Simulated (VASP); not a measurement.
# BiS (Pm-3m) in VASP: a series of runs

Aim: see how the results for BiS move with the level of theory and the settings. Levels: PBE, LDA. Tasks: single point, relaxation of cell and atoms.

All numbers are computed with VASP 6.6.1; they aren't measurements. Logs are shortened: lines on timing, memory, paths and dates and some standing lists are left out, and cuts for length are marked.

## Step 1: The cell of the first run

The structure is cubic, space group Pm-3m (No. 221). Conventional cell: a = 4.003 Å, b = 4.003 Å, c = 4.003 Å, α = 90.00°, β = 90.00°, γ = 90.00°. Bi (site symmetry m-3m) has 8 S at 3.47 Å and 6 Bi at 4.00 Å within 4.6 Å. Within 4.6 Å of S (site symmetry m-3m) lie 8 Bi at 3.47 Å and 6 S at 4.00 Å.

## Step 2: Single point, PBE

The input, INCAR:

```
SYSTEM = BiS
ALGO = Normal
EDIFF = 1E-6
ENCUT = 520
GGA = PE
ISIF = 2
ISMEAR = -1
LASPH = .True.
LCHARG = .True.
LELF = .True.
LREAL = .False.
LVHAR = .True.
LWAVE = .False.
NBANDS = 18
NELM = 100
PREC = Accurate
SIGMA = 0.05
```

The input, KPOINTS:

```
k-points
0
Gamma
  7 7 7
  0 0 0
```

The input, POSCAR:

```
BiS
1.0
    4.0029443400      0.0000000000      0.0000000000
    0.0000000000      4.0029443400      0.0000000000
    0.0000000000      0.0000000000      4.0029443400
Bi S
1 1
Direct
    0.5000000000      0.5000000000      0.5000000000
    0.0000000000      0.0000000000      0.0000000000
```

Potentials or basis: VASP PAW PBE potentials, release 64 (Bi_d, S).

Run with:

```sh
> cat potpaw_PBE.64/Bi_d/POTCAR potpaw_PBE.64/S/POTCAR > POTCAR
> mpirun -np 1 vasp_std > vasp.out
```

OUTCAR:

```text
SYSTEM = BiS
   EDIFF = 1E-6
   ENCUT = 520
   GGA = PE
   ISIF = 2
   ISMEAR = -1
   LASPH = .True.
   LREAL = .False.
   NELM = 100
   PREC = Accurate

 ion  position               nearest neighbor table
   1  0.500  0.500  0.500-
   2  0.000  0.000  0.000-

  LATTYP: Found a simple cubic cell.
 ALAT       =     4.0029443400

  Lattice vectors:

 A1 = (   4.0029443400,   0.0000000000,   0.0000000000)
 A2 = (   0.0000000000,   4.0029443400,   0.0000000000)
 A3 = (   0.0000000000,   0.0000000000,   4.0029443400)

Analysis of symmetry for initial positions (statically):
=====================================================================
 Subroutine PRICEL returns:
 Original cell was already a primitive cell.

 Routine SETGRP: Setting up the symmetry group for a
 simple cubic supercell.

 Subroutine GETGRP returns: Found 48 space group operations
 (whereof 48 operations were pure point group operations)
 out of a pool of 48 trial point group operations.

The static configuration has the point symmetry O_h .

Analysis of symmetry for dynamics (positions and initial velocities):
=====================================================================
 Subroutine PRICEL returns:
 Original cell was already a primitive cell.

 Routine SETGRP: Setting up the symmetry group for a
 simple cubic supercell.

 Subroutine GETGRP returns: Found 48 space group operations
 (whereof 48 operations were pure point group operations)
 out of a pool of 48 trial point group operations.

The dynamic configuration has the point symmetry O_h .

 Subroutine INISYM returns: Found 48 space group operations
 (whereof 48 operations are pure point group operations),
 and found     1 'primitive' translations

----------------------------------------------------------------------------------------

                                     Primitive cell

  volume of cell :      64.1414

  direct lattice vectors                    reciprocal lattice vectors
     4.002944340  0.000000000  0.000000000     0.249816114  0.000000000  0.000000000
     0.000000000  4.002944340  0.000000000     0.000000000  0.249816114  0.000000000
     0.000000000  0.000000000  4.002944340     0.000000000  0.000000000  0.249816114

  length of vectors
     4.002944340  4.002944340  4.002944340     0.249816114  0.249816114  0.249816114

  position of ions in fractional coordinates (direct lattice)
     0.500000000  0.500000000  0.500000000
     0.000000000  0.000000000  0.000000000

  ion indices of the primitive-cell ions
   primitive index   ion index
                 1           1
                 2           2

----------------------------------------------------------------------------------------

 KPOINTS: k-points

Automatic generation of k-mesh.
 Grid dimensions read from file:
 generate k-points for:    7    7    7

 Generating k-lattice:

  Cartesian coordinates                     Fractional coordinates (reciprocal lattice)
     0.035688016  0.000000000  0.000000000     0.142857143  0.000000000  0.000000000
     0.000000000  0.035688016  0.000000000     0.000000000  0.142857143  0.000000000
     0.000000000  0.000000000  0.035688016     0.000000000  0.000000000  0.142857143

  Length of vectors
     0.035688016  0.035688016  0.035688016

  Shift w.r.t. Gamma in fractional coordinates (k-lattice)
     0.000000000  0.000000000  0.000000000

 Subroutine IBZKPT returns following result:
 ===========================================

 Found     20 irreducible k-points:

 Following reciprocal coordinates:
            Coordinates               Weight
  0.000000  0.000000  0.000000      1.000000
  0.142857  0.000000  0.000000      6.000000
  0.285714  0.000000  0.000000      6.000000
  0.428571  0.000000  0.000000      6.000000
  0.142857  0.142857  0.000000     12.000000
  0.285714  0.142857  0.000000     24.000000
[... 12 lines left out ...]
  0.428571  0.428571  0.285714     24.000000
  0.428571  0.428571  0.428571      8.000000
   k-points           NKPTS =     20   k-points in BZ     NKDIM =     20   number of bands    NBANDS=     18
   number of dos      NEDOS =    301   number of ions     NIONS =      2
   total plane-waves  NPLWV =  27000
   dimension x,y,z NGX =    30 NGY =   30 NGZ =   30
   dimension x,y,z NGXF=    60 NGYF=   60 NGZF=   60
   ions per type =               1   1
   NGX,Y,Z   is equivalent  to a cutoff of  12.46, 12.46, 12.46 a.u.
   NGXF,Y,Z  is equivalent  to a cutoff of  24.92, 24.92, 24.92 a.u.
 SYSTEM =  BiS
   PREC   = accura    normal or accurate (medium, high low for compatibility)
   ISTART =      0    job   : 0-new  1-cont  2-samecut
   ICHARG =      2    charge: 1-file 2-atom 10-const
   ISPIN  =      1    spin polarized calculation?
   LNONCOLLINEAR =      F non collinear calculations
   LSORBIT =      F    spin-orbit coupling
   LASPH  =      T    aspherical Exc in radial PAW
   ENCUT  =  520.0 eV  38.22 Ry    6.18 a.u.   7.44  7.44  7.44*2*pi/ulx,y,z
   NELM   =    100;   NELMIN=  2; NELMDL= -5     # of ELM steps
   EDIFF  = 0.1E-05   stopping-criterion for ELM
   LREAL  =      F    real-space projection
[... 7 lines left out ...]
   TEBEG  =    0.0;   TEEND  =   0.0 temperature during run
   PSTRESS=    0.0 pullay stress
   NELECT =      21.0000    total number of electrons
   NUPDOWN=      -1.0000    fix difference up-down
   EMIN   =  10.00;   EMAX   =-10.00  energy-range for DOS
   EFERMI =   0.00;   METHOD = LEGACY
   ISMEAR =    -1;   SIGMA  =   0.05  broadening in eV -4-tet -1-fermi 0-gaus
   EFERMI_NEDOS =   21; number of points for ismear=-14 and -15
   IALGO  =     38    algorithm
   IMIX   =      4    mixing-type and parameters
     AMIX     =   0.40;   BMIX     =  1.00
     AMIX_MAG =   1.60;   BMIX_MAG =  1.00
  volume/ion in A,a.u.               =      32.07       216.42
  Fermi-wavevector in a.u.,A,eV,Ry     =   1.128327  2.132229 17.321879  1.273122
  Thomas-Fermi vector in A             =   2.265017
   LORBIT       =      0    0 simple, 1 ext, 2 COOP (PROOUT), +10 PAW based schemes
   GGA     = PE    functional components
   LHFCALC =     F    Hartree Fock is set to
   AEXX    =    0.0000 exact exchange contribution
   IVDW    =     0    specifies the selected vdW correction
   LEPSILON=     F    determine dielectric tensor
   LRPA    =     F    only Hartree local field effects (RPA)
 non-spin polarized calculation
  energy-cutoff  :      520.00
  volume of cell :       64.14
 maximum number of plane-waves:      1751
 NGX is ok and might be reduce to    30
   NGX = 15   NGY = 15   NGZ = 15

 number of electron      21.0000014 magnetization

 Free energy of the ion-electron system (eV)
  ---------------------------------------------------
  ext. energy  EPLUGINS =         0.00000000
  ---------------------------------------------------
  free energy    TOTEN  =        -7.10821495 eV

  energy without entropy =       -7.09739219  energy(sigma->0) =       -7.10280357

 E-fermi :   4.4818     XC(G=0):  -9.1262

 val. band max:        4.4557538867   @ k =   0.2857   0.0000   0.0000
 cond. band min:       4.5819268777   @ k =   0.2857   0.1429   0.1429
 fundamental gap:      0.1261729910
 Fermi energy:         4.4817726016

 k-point     1 :       0.0000    0.0000    0.0000
  band No.  band energies     occupation
      1     -19.2670      2.00000
      2     -19.2670      2.00000
      3     -19.2221      2.00000
      4     -19.2221      2.00000
      5     -19.2221      2.00000
      6      -8.5928      2.00000
[... 10 lines left out ...]
     17      15.2200      0.00000
     18      15.2200      0.00000

 k-point     2 :       0.1429    0.0000    0.0000
  band No.  band energies     occupation
      1     -19.2668      2.00000
      2     -19.2611      2.00000
      3     -19.2237      2.00000
      4     -19.2237      2.00000
      5     -19.2220      2.00000
      6      -8.4637      2.00000
[... 10 lines left out ...]
     17      14.8860      0.00000
     18      14.8860      0.00000

 k-point     3 :       0.2857    0.0000    0.0000
  band No.  band energies     occupation
      1     -19.2664      2.00000
      2     -19.2479      2.00000
      3     -19.2272      2.00000
      4     -19.2272      2.00000
      5     -19.2217      2.00000
      6      -8.0988      2.00000
[... 10 lines left out ...]
     17      14.2850      0.00000
     18      14.8217      0.00000

 k-point     4 :       0.4286    0.0000    0.0000
  band No.  band energies     occupation
      1     -19.2660      2.00000
      2     -19.2373      2.00000
      3     -19.2300      2.00000
      4     -19.2300      2.00000
      5     -19.2214      2.00000
      6      -7.6104      2.00000
[... 10 lines left out ...]
     17      15.3929      0.00000
     18      15.3942      0.00000

 k-point     5 :       0.1429    0.1429    0.0000
  band No.  band energies     occupation
      1     -19.2638      2.00000
      2     -19.2580      2.00000
      3     -19.2253      2.00000
      4     -19.2236      2.00000
      5     -19.2235      2.00000
      6      -8.3391      2.00000
[... 10 lines left out ...]
     17      14.1236      0.00000
     18      14.5575      0.00000

 k-point     6 :       0.2857    0.1429    0.0000
  band No.  band energies     occupation
      1     -19.2624      2.00000
      2     -19.2458      2.00000
      3     -19.2290      2.00000
      4     -19.2270      2.00000
      5     -19.2232      2.00000
      6      -7.9907      2.00000
[... 223 lines left out ...]
 k-point    17 :       0.2857    0.2857    0.2857
  band No.  band energies     occupation
      1     -19.2374      2.00000
      2     -19.2374      2.00000
      3     -19.2326      2.00000
      4     -19.2321      2.00000
      5     -19.2321      2.00000
      6      -7.4084      2.00000
[... 10 lines left out ...]
     17      14.9027      0.00000
     18      14.9030      0.00000

 k-point    18 :       0.4286    0.2857    0.2857
  band No.  band energies     occupation
      1     -19.2371      2.00000
      2     -19.2357      2.00000
      3     -19.2352      2.00000
      4     -19.2319      2.00000
      5     -19.2265      2.00000
      6      -7.2096      2.00000
[... 10 lines left out ...]
     17      15.6645      0.00000
     18      15.7539      0.00000

 k-point    19 :       0.4286    0.4286    0.2857
  band No.  band energies     occupation
      1     -19.2388      2.00000
      2     -19.2350      2.00000
      3     -19.2349      2.00000
      4     -19.2317      2.00000
      5     -19.2210      2.00000
      6      -7.1134      2.00000
[... 10 lines left out ...]
     17      15.3975      0.00000
     18      17.3897      0.00000

 k-point    20 :       0.4286    0.4286    0.4286
  band No.  band energies     occupation
      1     -19.2383      2.00000
      2     -19.2381      2.00000
      3     -19.2381      2.00000
      4     -19.2208      2.00000
      5     -19.2208      2.00000
      6      -7.0471      2.00000
[... 10 lines left out ...]
     17      17.4061      0.00000
     18      17.6237      0.00000

------------------------ aborting loop because EDIFF is reached ----------------------------------------

  FORCE on cell =-STRESS in cart. coord.  units (eV):
  Direction    XX          YY          ZZ          XY          YZ          ZX
  --------------------------------------------------------------------------------------
  -------------------------------------------------------------------------------------
  Total       -4.3987710     -4.3987710     -4.3987710     -0.0000000     -0.0000000      0.0000000
  in kB     -109.8761107   -109.8761107   -109.8761107     -0.0000000     -0.0000000      0.0000000
  external PRESSURE =    -109.8761107 kB  Pullay stress =       0.0000000 kB

 VOLUME and BASIS-vectors are now :
 -----------------------------------------------------------------------------
  energy-cutoff  :      520.00
  volume of cell :       64.14
      direct lattice vectors                 reciprocal lattice vectors
     4.002944340  0.000000000  0.000000000     0.249816114  0.000000000  0.000000000
     0.000000000  4.002944340  0.000000000     0.000000000  0.249816114  0.000000000
     0.000000000  0.000000000  4.002944340     0.000000000  0.000000000  0.249816114

 POSITION                                       TOTAL-FORCE (eV/Angst)
 -----------------------------------------------------------------------------------
      2.00147      2.00147      2.00147         0.000000      0.000000      0.000000
      0.00000      0.00000      0.00000         0.000000      0.000000      0.000000
 -----------------------------------------------------------------------------------
    total drift:                                0.000000      0.000000      0.000000

  FREE ENERGIE OF THE ION-ELECTRON SYSTEM (eV)
  ---------------------------------------------------
  free  energy   TOTEN  =        -7.1082149478 eV

  energy  without entropy=       -7.0973921902  energy(sigma->0) =       -7.10280357
```

It took 21 s on 1 thread of Intel Xeon 8259CL, shared host; peak memory 0.17 GiB.

What came out:

```
Free energy            : -7.1082 eV
Pressure               : -11.0 GPa
Band gap on the k mesh : zero (an odd number of electrons rules out a gap without spin polarisation)
```

Caveat: the cell stands under tension; spin-orbit coupling is left out, which moves the levels of the heavy elements.

## Step 3: Single point, LDA

The input, INCAR:

```
SYSTEM = BiS
  ALGO = Normal
  EDIFF = 1E-7
  ENCUT = 520
  GGA = CA
  ISIF = 2
  ISMEAR = -1
  LASPH = .TRUE.
  LCHARG = .FALSE.
  LREAL = .FALSE.
  LWAVE = .FALSE.
  NBANDS = 18
  NELM = 60
  PREC = Accurate
  SIGMA = 0.05
```

The input, KPOINTS:

```
k-points
0
G
  7 7 7
  0 0 0
```

POSCAR is that of step 2.

Potentials or basis: VASP PAW LDA potentials, release 64 (Bi_d, S).

Run with:

```sh
> cat potpaw_LDA.64/Bi_d/POTCAR potpaw_LDA.64/S/POTCAR > POTCAR
> mpirun -np 1 vasp_std > vasp.out
```

Wall time 31 s (1 thread of Intel Xeon 8259CL, shared host); peak memory 0.16 GiB.

The run converged. Its results:

```yaml
Free_energy: -8.0823 eV
Pressure: -13.9 GPa
Band_gap_on_the_k_mesh: zero (an odd number of electrons rules out a gap without spin polarisation)
```

Levels at points of the mesh, in eV from the Fermi level:
| k point | band 7 | band 8 | band 9 | band 10 | band 11 | band 12 | band 13 | band 14 |
| --- | --- | --- | --- | --- | --- | --- | --- | --- |
| (0.00, 0.00, 0.00) | -9.95 | -2.14 | -2.14 | -2.14 | 2.51 | 2.51 | 2.51 | 4.50 |

Caveat: the cell stands under tension; spin-orbit coupling is left out, which moves the levels of the heavy elements.

## Step 4: Relaxation of cell and atoms, PBE

The input, INCAR:

```
SYSTEM = BiS
PREC     = Accurate       ! precision mode
ENCUT    = 600            ! plane-wave cutoff, eV
EDIFF    = 1E-6           ! SCF threshold, eV
ISMEAR   = -1             ! smearing method
SIGMA    = 0.05           ! smearing width, eV
LREAL    = .FALSE.        ! projectors in reciprocal space
LASPH    = .TRUE.         ! aspherical terms in the spheres
NELM     = 100            ! most SCF steps
ALGO     = Normal         ! electronic algorithm
ISIF     = 3              ! what is computed and relaxed
LWAVE    = .FALSE.        ! write WAVECAR
LCHARG   = .FALSE.        ! write CHGCAR
GGA      = PE             ! functional
IBRION   = 2              ! ionic algorithm
NSW      = 60             ! ionic steps
EDIFFG   = -0.01          ! ionic threshold
```

The input, KPOINTS:

```
Automatic mesh
0
G
  7 7 7
  0 0 0
```

POSCAR is that of step 3.

Potentials or basis: VASP PAW PBE potentials, release 64 (Bi_d, S).

Run with:

```sh
> cat potpaw_PBE.64/Bi_d/POTCAR potpaw_PBE.64/S/POTCAR > POTCAR
> mpirun -np 1 vasp_std > vasp.out
```

Wall time 58 s (1 thread of Intel Xeon 8259CL, shared host); peak memory 0.2 GiB.

The run converged. Its results:

| Property | Result |
| --- | --- |
| Free energy | -7.9275 eV |
| Relaxed volume | 23.24 Å³/atom |
| Relaxed cell | a = 3.595 Å, b = 3.595 Å, c = 3.595 Å, α = 90.00°, β = 90.00°, γ = 90.00° |
| Space group after relaxing (to 0.1 Å) | Pm-3m (No. 221) |
| Energy gained by relaxing | 409.7 meV/atom |
| Ionic steps | 3 |
| Pressure after relaxing | 0.0 GPa |
| Band gap on the k mesh | zero (an odd number of electrons rules out a gap without spin polarisation) |

Step by step:
```csv
step,energy change (eV),largest force (eV/Å),pressure (GPa),volume (Å³)
1,0.0000,0.0000,-10.94,64.14
2,-0.8174,0.0000,0.98,45.88
3,-0.8193,0.0000,0.05,46.48
```

Final structure:
```yaml
crystal:
  lattice:
    - [3.59539, 0.00000, 0.00000]
    - [0.00000, 3.59539, 0.00000]
    - [0.00000, 0.00000, 3.59539]
  atoms:
    - { symbol: Bi, position: [0.50000, 0.50000, 0.50000] }
    - { symbol: S, position: [0.00000, 0.00000, 0.00000] }
```

Levels at points of the mesh, in eV from the Fermi level:
```tsv
k point	band 7	band 8	band 9	band 10	band 11	band 12	band 13	band 14
(0.00, 0.00, 0.00)	-9.47	-3.25	-3.25	-3.25	3.70	4.20	4.20	4.20
```

Caveat: the volume moved by over 15 % at a fixed basis, so the end points are rough; spin-orbit coupling is left out, which moves the levels of the heavy elements.

## Step 5: Summary

| task | level | potentials or basis | cell | cutoff (eV) | gap on the mesh (eV) | pressure (GPa) |
| --- | --- | --- | --- | --- | --- | --- |
| single point | PBE | VASP PAW PBE potentials, release 64 (Bi_d, S) | as given | 520 | none | -11.0 |
| single point | LDA | VASP PAW LDA potentials, release 64 (Bi_d, S) | as given | 520 | none | -13.9 |
| relaxation of cell and atoms | PBE | VASP PAW PBE potentials, release 64 (Bi_d, S) | relaxed | 600 | none | 0.0 |

Alike in all rows: no spin polarisation; k mesh 7 × 7 × 7; smearing fermi-dirac 0.05 eV.

Caveats: spin-orbit coupling is left out, which moves the levels of the heavy elements; the cell stands under tension (at least some runs); the volume moved by over 15 % at a fixed basis, so the end points are rough (at least some runs).

Total energies depend on the potentials used, so only differences within one code and one set of settings carry meaning.
